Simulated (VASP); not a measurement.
Wanted: the native input for a VASP 6.6.1 run.

```yaml
Task: single point
Functional: PBE
Potentials_or_basis: VASP PAW PBE potentials, release 64 (Ba_sv, Ti_sv, O)
Cutoff: 520 eV
k_mesh: 3 × 2 × 1
Occupations: fermi-dirac, width 0.02 eV
Spin: collinear spin
Starting_moments: "[0.0, 0.0, 0.0, 0.0, 0.0, 0.0, 0.0, 0.0, 1.0, 0.0, 0.0, 0.0, 0.0, 0.0, 0.0, 0.0, 0.0, 0.0, 0.0, 0.0, 0.0] μB"
Dipole_correction: no
Further_INCAR_settings: ALGO = Normal; EDIFF = 1e-06; NBANDS = 106; NELMDL = -8
```

The structure of Ba4Ti5O12 lies in POSCAR:

```
Ba4Ti5O12
1.0
    5.6511970000      0.0000000000      0.0000000000
    0.0000000000      7.9920000000      0.0000000000
    0.0000000000      0.0000000000     16.2383980000
Ba Ti O
4 5 12
Direct
    0.0000000000      0.0000000000      0.0615824000
    0.4996787044      0.0149412286      0.2413443579
    0.0000000000      0.5000000000      0.0615824000
    0.4996910262      0.4851038392      0.2413587708
    0.5000000000      0.2500000000      0.0615824000
   -0.0002761950      0.2500389094      0.2426084620
    0.5000000000      0.7500000000      0.0615824000
   -0.0003396670      0.7500278016      0.2400553846
    0.4996207962      0.7500375702      0.3918372420
    0.7643495390      0.2499962703      0.1235897071
    0.2356855874      0.2500000733      0.1236219267
    0.5000000000      0.0000000000      0.0615824000
    0.2507586896      0.2500294583      0.3044933811
    0.7486474872      0.2500177386      0.3044633296
   -0.0001837333     -0.0107561112      0.2200837059
    0.7593510752      0.7500098670      0.1276777633
    0.2407148303      0.7500145285      0.1276861238
    0.5000000000      0.5000000000      0.0615824000
    0.2493215892      0.7500078995      0.3206317498
    0.7498577926      0.7500170304      0.3205719112
   -0.0001994331      0.5107644434      0.2200753265
```

These files were run (other wordings do the same):

INCAR

```
ALGO = Normal
EDIFF = 1E-6
ENCUT = 520
GGA = PE
GGA_COMPAT = False
ISIF = 2
ISMEAR = -1
ISPIN = 2
KPAR = 2
LASPH = True
LCHARG = True
LMAXMIX = 4
LORBIT = 11
LREAL = False
LVHAR = True
LWAVE = False
MAGMOM = 0 0 0 0 0 0 0 0 1 0 0 0 0 0 0 0 0 0 0 0 0
NBANDS = 106
NCORE = 2
NELM = 200
NELMDL = -8
PREC = Accurate
SIGMA = 0.02
```

KPOINTS

```
k-points
0
Gamma
  3 2 1
```

Potentials or basis: VASP PAW PBE potentials, release 64 (Ba_sv, Ti_sv, O).

Run with:

```sh
$ cat potpaw_PBE.64/Ba_sv/POTCAR potpaw_PBE.64/Ti_sv/POTCAR potpaw_PBE.64/O/POTCAR > POTCAR
$ mpirun -np 4 vasp_std > vasp.out
```

Results of the run:

The largest force is 2.162 eV/Å. The net moment is 2.28 μB per cell and the site moments are Ba -0.00, +0.02 (each value once); Ti -0.32, +0.01, +0.34, +0.23, +1.33; O +0.00, -0.00, -0.01, -0.04 (each value once) μB. The valence electrons inside the program's atomic spheres are Ba 8.03, 7.99 (each value once); Ti 10.46, 10.50, 10.42, 10.21, 10.43; O 5.04, 5.01, 5.03, 5.02 (each value once).

Caveat: the k points lie up to 0.39 Å⁻¹ apart.

It took 6 min on 4 MPI ranks on AMD EPYC 9R45 96-Core Processor (Zen 5), on a shared host, peak memory 0.68 GiB a rank.
